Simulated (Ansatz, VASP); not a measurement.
**MoS2: VASP beside Ansatz**

The input INCAR:

```
PREC = Accurate
ENCUT = 520
EDIFF = 1E-6
ISMEAR = -1
SIGMA = 0.05
LREAL = F
LASPH = T
NELM = 60
ALGO = Normal
ISIF = 2
LWAVE = F
LCHARG = T
GGA = PS
LELF = T
LVHAR = T
NBANDS = 20
```

The input KPOINTS:

```
regular mesh
0
Gamma
  10 10 10
```

POSCAR

```
MoS2
1.0
    1.5855000000      0.9153888518      6.1149966667
   -1.5855000000      0.9153888518      6.1149966667
    0.0000000000     -1.8307777036      6.1149966667
Mo S
1 2
Direct
    0.0000000000      0.0000000000      0.0000000000
    0.2500000000      0.2500000000      0.2500000000
    0.7500000000      0.7500000000      0.7500000000
```

Contents of input.yaml:

```yaml
crystal:
  lattice:
    - [1.5855, 0.9153888518, 6.1149966667]
    - [-1.5855, 0.9153888518, 6.1149966667]
    - [0.0, -1.8307777036, 6.1149966667]
  atoms:
    - { symbol: Mo, position: [0.0, 0.0, 0.0] }
    - { symbol: S, position: [0.25, 0.25, 0.25] }
    - { symbol: S, position: [0.75, 0.75, 0.75] }
kpoints:
  mp_grid: { grid: [10, 10, 10] }
scf:
  occupations: { method: fermi_dirac, width: 0.05 }
hamiltonian:
  xc: pbesol
  pseudopotentials: { kind: all_electron, lapw: { basis_error: 0.001 } }
output:
  forces: true
  stress: true
  eigenvalues: true
```

Alike in both runs: task single point; functional PBEsol; k mesh 10 × 10 × 10; occupations fermi-dirac, width 0.05 eV; no spin polarisation.

|  | VASP | Ansatz |
| --- | --- | --- |
| version | VASP 6.6.1 | Ansatz 0.2.0 |
| potentials or method | VASP PAW PBE potentials, release 64 (Mo_sv, S), cutoff 520 eV | all-electron LAPW, scalar-relativistic |

Ansatz gave:

```
gap on the k mesh at the Fermi level (eV)                     : none
pressure (GPa)                                                : 2.9
traceless stress, the component that is largest in VASP (GPa) : 3.44
rms of the force components (eV/Å)                            : 0.357
```

Task: Estimate VASP's values.

Result: gap on the k mesh at the Fermi level (eV): none; pressure (GPa): 2.9; traceless stress, the component that is largest in VASP (GPa): 3.47; rms of the force components (eV/Å): 0.360.

VASP's potentials were made for PBE, not for PBEsol. Atom by atom the forces differ by 0.002 eV/Å (rms over components). A gap of «none» marks a metal or a gap that the smearing closes. Ansatz ran all-electron here, and VASP with PAW potentials.
